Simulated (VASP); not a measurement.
# Al (Fm-3m) in VASP: a series of runs, part 2 of 2

VASP 6.6.1. Earlier steps stand in the parts before.

## Step 4: Single point, r2SCAN

This run uses another cell than the first one, of 16.18 Å³/atom, 1.018 times its volume.

POSCAR reads:

```
Al
1.0
    0.0000000000      2.0073169175      2.0073169175
    2.0073169175      0.0000000000      2.0073169175
    2.0073169175      2.0073169175      0.0000000000
Al
1
Direct
    0.0000000000      0.0000000000      0.0000000000
```

INCAR.step1 reads:

```
PREC = Accurate
ENCUT = 520
ISMEAR = 0
SIGMA = 0.05
LREAL = F
LASPH = T
NELM = 100
NBANDS = 8
GGA = PE
ALGO = Normal
EDIFF = 1E-4
LWAVE = T
LCHARG = F
```

INCAR.step2 reads:

```
PREC = Accurate
ENCUT = 520
EDIFF = 1E-6
ISMEAR = 0
SIGMA = 0.05
LREAL = F
LASPH = T
NELM = 100
ALGO = Normal
ISIF = 2
LWAVE = F
LCHARG = T
METAGGA = R2SCAN
LMIXTAU = T
LELF = T
LVHAR = T
NBANDS = 8
ISTART = 1
```

KPOINTS reads:

```
Automatic mesh
0
Gamma
  18 18 18
```

Potentials or basis: VASP PAW PBE potentials, release 64 (Al).

The run is started by

```bash
$ cat potpaw_PBE.64/Al/POTCAR > POTCAR
$ cp INCAR.step1 INCAR
$ mpirun -np 1 vasp_std > vasp.out
$ cp INCAR.step2 INCAR
$ mpirun -np 1 vasp_std > vasp.out
```

OUTCAR:

```text
PREC = Accurate
   ENCUT = 520
   EDIFF = 1E-6
   ISMEAR = 0
   LREAL = F
   LASPH = T
   NELM = 100
   ISIF = 2
   METAGGA = R2SCAN
   ISTART = 1

 ion  position               nearest neighbor table
   1  0.000  0.000  0.000-

  LATTYP: Found a face centered cubic cell.
 ALAT       =     4.0146338350

  Lattice vectors:

 A1 = (   0.0000000000,   2.0073169175,   2.0073169175)
 A2 = (   2.0073169175,   0.0000000000,   2.0073169175)
 A3 = (   2.0073169175,   2.0073169175,   0.0000000000)

Analysis of symmetry for initial positions (statically):
=====================================================================
 Subroutine PRICEL returns:
 Original cell was already a primitive cell.

 Routine SETGRP: Setting up the symmetry group for a
 face centered cubic supercell.

 Subroutine GETGRP returns: Found 48 space group operations
 (whereof 48 operations were pure point group operations)
 out of a pool of 48 trial point group operations.

The static configuration has the point symmetry O_h .

[... 160 lines left out ...]

 val. band max:        8.2115429178   @ k =  -0.4444   0.3333   0.1111
 cond. band min:       8.2203686799   @ k =  -0.2222   0.3889   0.1667
 fundamental gap:      0.0088257621
 Fermi energy:         8.2164842158

 k-point     1 :       0.0000    0.0000    0.0000
  band No.  band energies     occupation
      1      -3.7542      2.00000
      2      21.6590      0.00000
      3      21.6590      0.00000
      4      21.6590      0.00000
      5      23.7202      0.00000
      6      23.7202      0.00000
      7      23.7202      0.00000
      8      25.7310      0.00000
[... 243 lines left out ...]
 k-point    24 :      -0.2222    0.0556    0.0000
  band No.  band energies     occupation
      1      -1.9876      2.00000
      2      12.3540      0.00000
      3      18.2576      0.00000
      4      21.3100      0.00000
      5      23.2099      0.00000
      6      24.3406      0.00000
      7      24.8463      0.00000
      8      27.1720      0.00000

 [... further k-points ...]

------------------------ aborting loop because EDIFF is reached ----------------------------------------

  FORCE on cell =-STRESS in cart. coord.  units (eV):
  Direction    XX          YY          ZZ          XY          YZ          ZX
  --------------------------------------------------------------------------------------
  -------------------------------------------------------------------------------------
  Total       -0.1852153     -0.1852153     -0.1852153     -0.0000000     -0.0000000      0.0000000
  in kB      -18.3446596    -18.3446596    -18.3446596     -0.0000000     -0.0000000      0.0000000
  external PRESSURE =     -18.3446596 kB  Pullay stress =       0.0000000 kB

 VOLUME and BASIS-vectors are now :
 -----------------------------------------------------------------------------
  energy-cutoff  :      520.00
  volume of cell :       16.18
      direct lattice vectors                 reciprocal lattice vectors
     0.000000000  2.007316917  2.007316917    -0.249088719  0.249088719  0.249088719
     2.007316917  0.000000000  2.007316917     0.249088719 -0.249088719  0.249088719
     2.007316917  2.007316917  0.000000000     0.249088719  0.249088719 -0.249088719

 POSITION                                       TOTAL-FORCE (eV/Angst)
 -----------------------------------------------------------------------------------
      0.00000      0.00000      0.00000        -0.000000      0.000000     -0.000000
 -----------------------------------------------------------------------------------
    total drift:                                0.000000     -0.000000     -0.000000

  FREE ENERGIE OF THE ION-ELECTRON SYSTEM (eV)
  ---------------------------------------------------
  free  energy   TOTEN  =        -6.7339865602 eV

  energy  without entropy=       -6.7330916192  energy(sigma->0) =       -6.73353909
```

OUTCAR.step1:

```text
PREC = Accurate
   ENCUT = 520
   ISMEAR = 0
   LREAL = F
   LASPH = T
[... 480 lines left out ...]

 POSITION                                       TOTAL-FORCE (eV/Angst)
 -----------------------------------------------------------------------------------
      0.00000      0.00000      0.00000         0.000000      0.000000      0.000000
 -----------------------------------------------------------------------------------
    total drift:                                0.000000     -0.000000     -0.000000

  FREE ENERGIE OF THE ION-ELECTRON SYSTEM (eV)
  ---------------------------------------------------
  free  energy   TOTEN  =        -3.7417197429 eV

  energy  without entropy=       -3.7406267910  energy(sigma->0) =       -3.74117327
```

OSZICAR.step1:

```text
N       E                     dE             d eps       ncg     rms          rms(c)
DAV:   1    -0.232358529463E+01   -0.23236E+01   -0.88473E+02  3152   0.208E+02
DAV:   2    -0.375696224934E+01   -0.14334E+01   -0.13862E+01  4416   0.190E+01
DAV:   3    -0.376457758894E+01   -0.76153E-02   -0.76144E-02  3976   0.153E+00
DAV:   4    -0.376459713978E+01   -0.19551E-04   -0.19551E-04  4896   0.679E-02
DAV:   5    -0.376459721154E+01   -0.71767E-07   -0.71611E-07  3968   0.231E-03    0.134E+00
DAV:   6    -0.375136880295E+01    0.13228E-01   -0.15639E-03  4344   0.189E-01    0.778E-01
DAV:   7    -0.374172391579E+01    0.96449E-02   -0.47000E-03  4088   0.306E-01    0.150E-01
DAV:   8    -0.374171974295E+01    0.41728E-05   -0.12944E-05  4152   0.260E-02
   1 F= -.37417197E+01 E0= -.37411733E+01  d E =-.109295E-02
```

It took 49 s on 1 thread of Intel Xeon 6975P-C (Granite Rapids), shared host; peak memory 0.14 GiB.

Results:

* Free energy: -6.7340 eV
* Pressure: -1.8 GPa

Levels at points of the mesh, in eV from the Fermi level:
| k point | band 1 | band 2 | band 3 | band 4 |
| --- | --- | --- | --- | --- |
| (0.00, 0.00, 0.00) | -11.97 | 13.44 | 13.44 | 13.44 |
| (0.50, 0.00, 0.00) | -5.07 | -4.55 | 12.18 | 12.18 |
| (0.50, 0.50, 0.00) | -3.20 | -1.65 | 5.48 | 6.11 |

Caveat: the PAW data sets were made with another functional, which shifts forces and pressure a little.

## Step 5: Single point, r2SCAN

This run uses another cell than the first one, of 16.54 Å³/atom, 1.041 times its volume.

POSCAR reads:

```
Al
1.0
    0.0000000000      2.0222963920      2.0222963920
    2.0222963920      0.0000000000      2.0222963920
    2.0222963920      2.0222963920      0.0000000000
Al
1
Direct
    0.0000000000      0.0000000000      0.0000000000
```

INCAR.step1 reads:

```
SYSTEM = Al
PREC = Accurate
ENCUT = 520
ISMEAR = 0
SIGMA = 0.05
LREAL = .FALSE.
LASPH = .TRUE.
NELM = 80
NBANDS = 8
GGA = PE
ALGO = Normal
EDIFF = 1E-4
LWAVE = .TRUE.
LCHARG = .FALSE.
```

INCAR.step2 reads:

```
SYSTEM = Al
PREC = Accurate
ENCUT = 520
EDIFF = 1E-7
ISMEAR = 0
SIGMA = 0.05
LREAL = .FALSE.
LASPH = .TRUE.
NELM = 80
ALGO = Normal
ISIF = 2
LWAVE = .FALSE.
LCHARG = .FALSE.
METAGGA = R2SCAN
LMIXTAU = .TRUE.
NBANDS = 8
ISTART = 1
```

KPOINTS reads:

```
regular mesh
0
G
  18 18 18
  0 0 0
```

Potentials or basis: VASP PAW PBE potentials, release 64 (Al).

The run is started by

```bash
$ cat potpaw_PBE.64/Al/POTCAR > POTCAR
$ cp INCAR.step1 INCAR
$ mpirun -np 1 vasp_std > vasp.out
$ cp INCAR.step2 INCAR
$ mpirun -np 1 vasp_std > vasp.out
```

OUTCAR:

```text
SYSTEM = Al
   PREC = Accurate
   ENCUT = 520
   EDIFF = 1E-7
   ISMEAR = 0
   LREAL = .FALSE.
   LASPH = .TRUE.
   NELM = 80
   ISIF = 2
   METAGGA = R2SCAN
   ISTART = 1

 ion  position               nearest neighbor table
   1  0.000  0.000  0.000-

  LATTYP: Found a face centered cubic cell.
 ALAT       =     4.0445927840

  Lattice vectors:

 A1 = (   0.0000000000,   2.0222963920,   2.0222963920)
 A2 = (   2.0222963920,   0.0000000000,   2.0222963920)
 A3 = (   2.0222963920,   2.0222963920,   0.0000000000)

Analysis of symmetry for initial positions (statically):
=====================================================================
 Subroutine PRICEL returns:
 Original cell was already a primitive cell.

 Routine SETGRP: Setting up the symmetry group for a
 face centered cubic supercell.

 Subroutine GETGRP returns: Found 48 space group operations
 (whereof 48 operations were pure point group operations)
 out of a pool of 48 trial point group operations.

The static configuration has the point symmetry O_h .

Analysis of symmetry for dynamics (positions and initial velocities):
=====================================================================
 Subroutine PRICEL returns:
 Original cell was already a primitive cell.

 Routine SETGRP: Setting up the symmetry group for a
 face centered cubic supercell.

 Subroutine GETGRP returns: Found 48 space group operations
 (whereof 48 operations were pure point group operations)
 out of a pool of 48 trial point group operations.

The dynamic configuration has the point symmetry O_h .

 Subroutine INISYM returns: Found 48 space group operations
 (whereof 48 operations are pure point group operations),
 and found     1 'primitive' translations

----------------------------------------------------------------------------------------

                                     Primitive cell

  volume of cell :      16.5411

[... 109 lines left out ...]
  Thomas-Fermi vector in A             =   2.052662
   LORBIT       =      0    0 simple, 1 ext, 2 COOP (PROOUT), +10 PAW based schemes
   METAGGA = R2SCAN    functional components
   LHFCALC =     F    Hartree Fock is set to
   AEXX    =    0.0000 exact exchange contribution
   IVDW    =     0    specifies the selected vdW correction
   LEPSILON=     F    determine dielectric tensor
   LRPA    =     F    only Hartree local field effects (RPA)
 non-spin polarized calculation
 Gauss-broadening in eV      SIGMA  =   0.05
  energy-cutoff  :      520.00
  volume of cell :       16.54
 maximum number of plane-waves:       459
 NGX is ok and might be reduce to    24
   NGX = 11   NGY = 11   NGZ = 11

 number of electron       3.0000000 magnetization

 Free energy of the ion-electron system (eV)
  ---------------------------------------------------
  ext. energy  EPLUGINS =         0.00000000
  ---------------------------------------------------
  free energy    TOTEN  =        -6.72768942 eV

  energy without entropy =       -6.72678487  energy(sigma->0) =       -6.72723714

 E-fermi :   7.9826     XC(G=0): -10.8970

 val. band max:        7.9695554192   @ k =   0.5000   0.4444   0.0556
 cond. band min:       7.9840112903   @ k =  -0.4444   0.3333   0.1111
 fundamental gap:      0.0144558711
 Fermi energy:         7.9825619962

 k-point     1 :       0.0000    0.0000    0.0000
  band No.  band energies     occupation
      1      -3.8295      2.00000
      2      21.2991      0.00000
      3      21.2991      0.00000
      4      21.2991      0.00000
      5      23.1766      0.00000
      6      23.1766      0.00000
      7      23.1766      0.00000
      8      25.3351      0.00000
[... 243 lines left out ...]
 k-point    24 :      -0.2222    0.0556    0.0000
  band No.  band energies     occupation
      1      -2.0873      2.00000
      2      12.0695      0.00000
      3      17.8808      0.00000
      4      20.9006      0.00000
      5      22.7620      0.00000
      6      23.8851      0.00000
      7      24.3706      0.00000
      8      26.6730      0.00000

 [... further k-points ...]

------------------------ aborting loop because EDIFF is reached ----------------------------------------

  FORCE on cell =-STRESS in cart. coord.  units (eV):
  Direction    XX          YY          ZZ          XY          YZ          ZX
  --------------------------------------------------------------------------------------
  -------------------------------------------------------------------------------------
  Total       -0.3719393     -0.3719393     -0.3719393      0.0000000     -0.0000000      0.0000000
  in kB      -36.0261817    -36.0261817    -36.0261817      0.0000000     -0.0000000      0.0000000
  external PRESSURE =     -36.0261817 kB  Pullay stress =       0.0000000 kB

 VOLUME and BASIS-vectors are now :
 -----------------------------------------------------------------------------
  energy-cutoff  :      520.00
  volume of cell :       16.54
      direct lattice vectors                 reciprocal lattice vectors
     0.000000000  2.022296392  2.022296392    -0.247243679  0.247243679  0.247243679
     2.022296392  0.000000000  2.022296392     0.247243679 -0.247243679  0.247243679
     2.022296392  2.022296392  0.000000000     0.247243679  0.247243679 -0.247243679

 POSITION                                       TOTAL-FORCE (eV/Angst)
 -----------------------------------------------------------------------------------
      0.00000      0.00000      0.00000         0.000000      0.000000      0.000000
 -----------------------------------------------------------------------------------
    total drift:                               -0.000000     -0.000000     -0.000000

  FREE ENERGIE OF THE ION-ELECTRON SYSTEM (eV)
  ---------------------------------------------------
  free  energy   TOTEN  =        -6.7276894152 eV

  energy  without entropy=       -6.7267848708  energy(sigma->0) =       -6.72723714
```

OUTCAR.step1:

```text
SYSTEM = Al
   PREC = Accurate
   ENCUT = 520
   ISMEAR = 0
   LREAL = .FALSE.
   LASPH = .TRUE.
   NELM = 80
[... 481 lines left out ...]
 -----------------------------------------------------------------------------------
      0.00000      0.00000      0.00000         0.000000      0.000000     -0.000000
 -----------------------------------------------------------------------------------
    total drift:                               -0.000000      0.000000      0.000000

  FREE ENERGIE OF THE ION-ELECTRON SYSTEM (eV)
  ---------------------------------------------------
  free  energy   TOTEN  =        -3.7432337777 eV

  energy  without entropy=       -3.7421426623  energy(sigma->0) =       -3.74268822
```

OSZICAR.step1:

```text
N       E                     dE             d eps       ncg     rms          rms(c)
DAV:   1    -0.236629657027E+01   -0.23663E+01   -0.82560E+02  3120   0.199E+02
DAV:   2    -0.375869969762E+01   -0.13924E+01   -0.13192E+01  4360   0.185E+01
DAV:   3    -0.376561630476E+01   -0.69166E-02   -0.69107E-02  4128   0.145E+00
DAV:   4    -0.376563193636E+01   -0.15632E-04   -0.15632E-04  4912   0.604E-02
DAV:   5    -0.376563195465E+01   -0.18282E-07   -0.19084E-07  4104   0.123E-03    0.130E+00
DAV:   6    -0.375267375431E+01    0.12958E-01   -0.16625E-03  4216   0.194E-01    0.755E-01
DAV:   7    -0.374323902077E+01    0.94347E-02   -0.49592E-03  4088   0.314E-01    0.146E-01
DAV:   8    -0.374323377766E+01    0.52431E-05   -0.13128E-05  4016   0.261E-02
   1 F= -.37432338E+01 E0= -.37426882E+01  d E =-.109112E-02
```

Run time: 59 s. Hardware: 1 thread of Intel Xeon 6975P-C (Granite Rapids), shared host; peak memory 0.15 GiB.

What came out:

```yaml
Free_energy: -6.7277 eV
Pressure: -3.6 GPa
```

Caveat: the PAW data sets were made with another functional, which shifts forces and pressure a little.

## Step 6: Overview

| cell | gap on the mesh (eV) | pressure (GPa) |
| --- | --- | --- |
| a = 2.822 Å, angles 60.0°, 1 atom | none | -0.3 |
| a = 2.839 Å, angles 60.0°, 1 atom | none | -1.8 |
| a = 2.860 Å, angles 60.0°, 1 atom | none | -3.6 |

Alike in all rows: task single point; level r2SCAN; potentials or basis VASP PAW PBE potentials, release 64 (Al); no spin polarisation; k mesh 18 × 18 × 18; cutoff (eV) 520; smearing gaussian 0.05 eV.

Caveats: the PAW data sets were made with another functional, which shifts forces and pressure a little.

Total energies depend on the potentials used, so only differences within one code and one set of settings carry meaning.
